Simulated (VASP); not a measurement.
# Ni (P6/mmm) in VASP: further runs, part 2 of 2

VASP 6.6.1.

## 3. Single point, r2SCAN

This run uses another cell than the first one, of 10.60 Å³/atom.

The input, POSCAR:

```
Ni
1.0
    3.9392869098      0.0000000000      0.0000000000
   -1.9696434549      3.4115225367      0.0000000000
    0.0000000000      0.0000000000      2.3668448275
Ni
3
Direct
    1.0000000000      0.0000000000      0.0000000000
    0.3333333333      0.6666666667      0.5000000000
    0.6666666667      0.3333333333      0.5000000000
```

The input, INCAR.step1:

```
SYSTEM = Ni
ALGO = Normal
EDIFF = 1E-4
ENCUT = 520
GGA = PE
ISMEAR = -1
LASPH = .True.
LCHARG = .False.
LREAL = .False.
LWAVE = .True.
NBANDS = 22
NELM = 100
PREC = Accurate
SIGMA = 0.1
```

The input, INCAR.step2:

```
SYSTEM = Ni
ALGO = Normal
EDIFF = 1E-6
ENCUT = 520
ISIF = 2
ISMEAR = -1
ISTART = 1
LASPH = .True.
LCHARG = .False.
LMIXTAU = .True.
LREAL = .False.
LWAVE = .False.
METAGGA = R2SCAN
NBANDS = 22
NELM = 100
PREC = Accurate
SIGMA = 0.1
```

The input, KPOINTS:

```
k-points
0
Gamma
  9 9 13
  0 0 0
```

Potentials or basis: VASP PAW PBE potentials, release 64 (Ni).

Command:

```sh
$ cat potpaw_PBE.64/Ni/POTCAR > POTCAR
$ cp INCAR.step1 INCAR
$ mpirun -np 1 vasp_std > vasp.out
$ cp INCAR.step2 INCAR
$ mpirun -np 1 vasp_std > vasp.out
```

Wall time 3.5 min (1 thread of Intel Xeon Platinum 8259CL at 2.50GHz (Skylake/Cascade Lake), shared host); peak memory 0.17 GiB.

The run converged. Its results:

```
Free energy            : -35.2787 eV
Pressure               : 0.6 GPa
Band gap on the k mesh : zero (bands 15 and 16 overlap by 0.69 eV)
```

Stress tensor (GPa, compression positive):
```
0.61 0.00 0.00
0.00 0.61 0.00
0.00 0.00 0.46
```

Levels at points of the mesh, in eV from the Fermi level:
| k point | band 13 | band 14 | band 15 | band 16 | band 17 | band 18 | band 19 | band 20 |
| --- | --- | --- | --- | --- | --- | --- | --- | --- |
| (0.00, 0.00, 0.00) | -1.05 | -1.05 | 0.04 | 0.04 | 6.67 | 6.67 | 6.70 | 6.70 |

Caveat: the PAW data sets were made with another functional, which shifts forces and pressure a little; the run has no spin polarisation, though such a crystal can be magnetic. Spin polarisation is off, so any magnetic state and its effect on volume and gap are missing.

## 4. Single point, r2SCAN (9.33 Å³/atom)

This run uses another cell than the first one, of 9.33 Å³/atom.

The input, POSCAR:

```
Ni
1.0
    3.7749555044      0.0000000000      0.0000000000
   -1.8874777522      3.2692073650      0.0000000000
    0.0000000000      0.0000000000      2.2681094610
Ni
3
Direct
    1.0000000000      0.0000000000      0.0000000000
    0.3333333333      0.6666666667      0.5000000000
    0.6666666667      0.3333333333      0.5000000000
```

The input, INCAR.step1:

```
  PREC = Accurate
  ENCUT = 520
  ISMEAR = -1
  SIGMA = 0.1
  LREAL = F
  LASPH = T
  NELM = 100
  NBANDS = 22
  GGA = PE
  ALGO = Normal
  EDIFF = 1E-4
  LWAVE = T
  LCHARG = F
```

The input, INCAR.step2:

```
  PREC = Accurate
  ENCUT = 520
  EDIFF = 1E-6
  ISMEAR = -1
  SIGMA = 0.1
  LREAL = F
  LASPH = T
  NELM = 100
  ALGO = Normal
  ISIF = 2
  LWAVE = F
  LCHARG = F
  METAGGA = R2SCAN
  LMIXTAU = T
  NBANDS = 22
  ISTART = 1
```

The input, KPOINTS:

```
regular mesh
0
Gamma
  10 10 15
```

Command:

```sh
$ cat potpaw_PBE.64/Ni/POTCAR > POTCAR
$ cp INCAR.step1 INCAR
$ mpirun -np 1 vasp_std > vasp.out
$ cp INCAR.step2 INCAR
$ mpirun -np 1 vasp_std > vasp.out
```

It took 4 min on 1 thread of Intel Xeon Platinum 8259CL at 2.50GHz (Skylake/Cascade Lake), shared host; peak memory 0.18 GiB.

The run converged. Its results:

| Property | Result |
| --- | --- |
| Free energy | -34.8692 eV |
| Pressure | 38.4 GPa |
| Band gap on the k mesh | zero (bands 15 and 16 overlap by 0.85 eV) |

Stress tensor (GPa, compression positive):
```
38.94  0.00  0.00
 0.00 38.94  0.00
 0.00  0.00 37.34
```

Levels at points of the mesh, in eV from the Fermi level:
| k point | band 12 | band 13 | band 14 | band 15 | band 16 | band 17 | band 18 | band 19 |
| --- | --- | --- | --- | --- | --- | --- | --- | --- |
| (0.00, 0.00, 0.00) | -1.40 | -1.27 | -1.27 | 0.07 | 0.07 | 7.33 | 7.33 | 7.36 |
| (0.50, 0.00, 0.00) | -0.51 | -0.33 | -0.32 | -0.24 | -0.14 | -0.05 | 0.16 | 8.11 |

Caveat: the cell stands under pressure; the PAW data sets were made with another functional, which shifts forces and pressure a little; the run has no spin polarisation, though such a crystal can be magnetic.

## 5. Single point, r2SCAN (9.75 Å³/atom)

This run uses another cell than the first one, of 9.75 Å³/atom.

The input, POSCAR:

```
Ni
1.0
    3.8313064317      0.0000000000      0.0000000000
   -1.9156532159      3.3180086996      0.0000000000
    0.0000000000      0.0000000000      2.3019668326
Ni
3
Direct
    1.0000000000      0.0000000000      0.0000000000
    0.3333333333      0.6666666667      0.5000000000
    0.6666666667      0.3333333333      0.5000000000
```

The input, INCAR.step1:

```
SYSTEM = Ni
PREC = Accurate
ENCUT = 520
ISMEAR = -1
SIGMA = 0.1
LREAL = .FALSE.
LASPH = .TRUE.
NELM = 60
NBANDS = 22
GGA = PE
ALGO = Normal
EDIFF = 1E-4
LWAVE = .TRUE.
LCHARG = .FALSE.
```

The input, INCAR.step2:

```
SYSTEM = Ni
PREC = Accurate
ENCUT = 520
EDIFF = 1E-6
ISMEAR = -1
SIGMA = 0.1
LREAL = .FALSE.
LASPH = .TRUE.
NELM = 60
ALGO = Normal
ISIF = 2
LWAVE = .FALSE.
LCHARG = .FALSE.
METAGGA = R2SCAN
LMIXTAU = .TRUE.
NBANDS = 22
ISTART = 1
```

The input, KPOINTS:

```
regular mesh
0
G
  10 10 15
  0 0 0
```

Command:

```sh
$ cat potpaw_PBE.64/Ni/POTCAR > POTCAR
$ cp INCAR.step1 INCAR
$ mpirun -np 1 vasp_std > vasp.out
$ cp INCAR.step2 INCAR
$ mpirun -np 1 vasp_std > vasp.out
```

It took 3.7 min on 1 thread of Intel Xeon Platinum 8259CL at 2.50GHz (Skylake/Cascade Lake), shared host; peak memory 0.18 GiB.

Results (log left out):

| Quantity | Value |
| --- | --- |
| Free energy | -35.1101 eV |
| Pressure | 22.7 GPa |
| Band gap on the k mesh | zero (bands 15 and 16 overlap by 0.80 eV) |

Stress tensor (GPa, compression positive):
```
23.03  0.00  0.00
 0.00 23.03  0.00
 0.00  0.00 22.00
```

Levels at points of the mesh, in eV from the Fermi level:
```csv
k point,band 11,band 12,band 13,band 14,band 15,band 16,band 17,band 18,band 19,band 20
"(0.00, 0.00, 0.00)",-1.31,-1.31,-1.19,-1.19,0.06,0.06,7.09,7.09,7.12,7.12
"(0.50, 0.00, 0.00)",-1.08,-0.48,-0.32,-0.31,-0.23,-0.13,0.02,0.15,7.73,17.38
```

Caveat: the cell stands under pressure; the PAW data sets were made with another functional, which shifts forces and pressure a little; the run has no spin polarisation, though such a crystal can be magnetic. Spin polarisation is off, so any magnetic state and its effect on volume and gap are missing.

## 6. Single point, r2SCAN (10.18 Å³/atom)

This run uses another cell than the first one, of 10.18 Å³/atom.

The input, POSCAR:

```
Ni
1.0
    3.8860467765      0.0000000000      0.0000000000
   -1.9430233882      3.3654152287      0.0000000000
    0.0000000000      0.0000000000      2.3348565166
Ni
3
Direct
    1.0000000000      0.0000000000      0.0000000000
    0.3333333333      0.6666666667      0.5000000000
    0.6666666667      0.3333333333      0.5000000000
```

The input, INCAR.step1:

```
SYSTEM = Ni
PREC = Accurate
ENCUT = 520
ISMEAR = -1
SIGMA = 0.1
LREAL = .False.
LASPH = .True.
NELM = 80
NBANDS = 22
GGA = PE
ALGO = Normal
EDIFF = 1E-4
LWAVE = .True.
LCHARG = .False.
```

The input, INCAR.step2:

```
SYSTEM = Ni
PREC = Accurate
ENCUT = 520
EDIFF = 1E-7
ISMEAR = -1
SIGMA = 0.1
LREAL = .False.
LASPH = .True.
NELM = 80
ALGO = Normal
ISIF = 2
LWAVE = .False.
LCHARG = .False.
METAGGA = R2SCAN
LMIXTAU = .True.
NBANDS = 22
ISTART = 1
```

The input, KPOINTS:

```
Automatic mesh
0
Gamma
  10 10 15
  0 0 0
```

Potentials or basis: VASP PAW PBE potentials, release 64 (Ni).

Command:

```sh
$ cat potpaw_PBE.64/Ni/POTCAR > POTCAR
$ cp INCAR.step1 INCAR
$ mpirun -np 1 vasp_std > vasp.out
$ cp INCAR.step2 INCAR
$ mpirun -np 1 vasp_std > vasp.out
```

It took 6.4 min on 1 thread of Intel Xeon Platinum 8259CL at 2.50GHz (Skylake/Cascade Lake), shared host; peak memory 0.19 GiB.

The run converged. Its results:

```yaml
Free_energy: -35.2398 eV
Pressure: 10.4 GPa
Band_gap_on_the_k_mesh: zero (bands 15 and 16 overlap by 0.76 eV)
```

Stress tensor (GPa, compression positive):
```
10.57  0.00  0.00
 0.00 10.57  0.00
 0.00  0.00  9.99
```

Levels at points of the mesh, in eV from the Fermi level:
```
           k point  band 13  band 14  band 15  band 16  band 17  band 18  band 19  band 20
(0.00, 0.00, 0.00)    -1.12    -1.12     0.05     0.05     6.87     6.87     6.90     6.90
(0.50, 0.00, 0.00)    -0.31    -0.29    -0.23    -0.12     0.09     0.13     7.38    16.96
```

Caveat: the cell stands under pressure; the PAW data sets were made with another functional, which shifts forces and pressure a little; the run has no spin polarisation, though such a crystal can be magnetic. Spin polarisation is off, so any magnetic state and its effect on volume and gap are missing.

## 7. The runs side by side

| spin | cell | k mesh | smearing | gap on the mesh (eV) | pressure (GPa) |
| --- | --- | --- | --- | --- | --- |
| collinear, ferromagnetic start | a = 4.088, b = 4.088, c = 2.487 Å, angles 90.0, 90.0, 120.0°, 3 atoms | 10 × 10 × 15 | fermi-dirac 0.05 eV | none | -17.5 |
| off | a = 3.939, b = 3.939, c = 2.367 Å, angles 90.0, 90.0, 120.0°, 3 atoms | 9 × 9 × 13 | fermi-dirac 0.1 eV | none | 0.6 |
| off | a = 3.775, b = 3.775, c = 2.268 Å, angles 90.0, 90.0, 120.0°, 3 atoms | 10 × 10 × 15 | fermi-dirac 0.1 eV | none | 38.4 |
| off | a = 3.831, b = 3.831, c = 2.302 Å, angles 90.0, 90.0, 120.0°, 3 atoms | 10 × 10 × 15 | fermi-dirac 0.1 eV | none | 22.7 |
| off | a = 3.886, b = 3.886, c = 2.335 Å, angles 90.0, 90.0, 120.0°, 3 atoms | 10 × 10 × 15 | fermi-dirac 0.1 eV | none | 10.4 |

Alike in all rows: task single point; level r2SCAN; potentials or basis VASP PAW PBE potentials, release 64 (Ni); cutoff (eV) 520.

Caveats: the PAW data sets were made with another functional, which shifts forces and pressure a little; the cell stands under pressure (at least some runs); the cell stands under tension (at least some runs).

Total energies depend on the potentials used, so only differences within one code and one set of settings carry meaning.
